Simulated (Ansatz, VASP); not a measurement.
## Two plane-wave programs on MgO

```xyz
2
Lattice="2.9380 0.0000 0.0000 -1.4690 2.5444 0.0000 0.0000 0.0000 2.6395" Properties=species:S:1:pos:R:3 pbc="T T T"
Mg    0.0000    0.0000    0.0000
O     0.0000    1.6963    1.3197
```

Change from the starting cell: strain +0.000 along x and y, -0.015 along z, atoms carried along.

Alike in both runs: task single point; functional LDA; k mesh 9 × 9 × 8; occupations gaussian, width 0.05 eV; no spin polarisation.

|  | VASP | Ansatz |
| --- | --- | --- |
| version | VASP 6.6.1 | Ansatz 0.2.0 |
| potentials or method | VASP PAW LDA potentials, release 64 (Mg_sv, O), cutoff 750 eV | scalar-relativistic, plane waves, PAW |
| valence electrons in the cell | 16 | 16 |

Ansatz gave:

| Property | Result |
| --- | --- |
| gap on the k mesh at the Fermi level (eV) | 2.97 |
| least direct gap on the mesh (eV) | 3.35 |
| pressure (GPa) | -7.1 |
| traceless stress, the component that is largest in VASP (GPa) | 4.89 |

Question: What did VASP give for the same quantities?

Answer: gap on the k mesh at the Fermi level (eV): 2.98; least direct gap on the mesh (eV): 3.36; pressure (GPa): -7.3; traceless stress, the component that is largest in VASP (GPa): 5.00.

LDA's correlation is that of Perdew and Zunger in VASP and of Perdew and Wang (1992) in Ansatz.
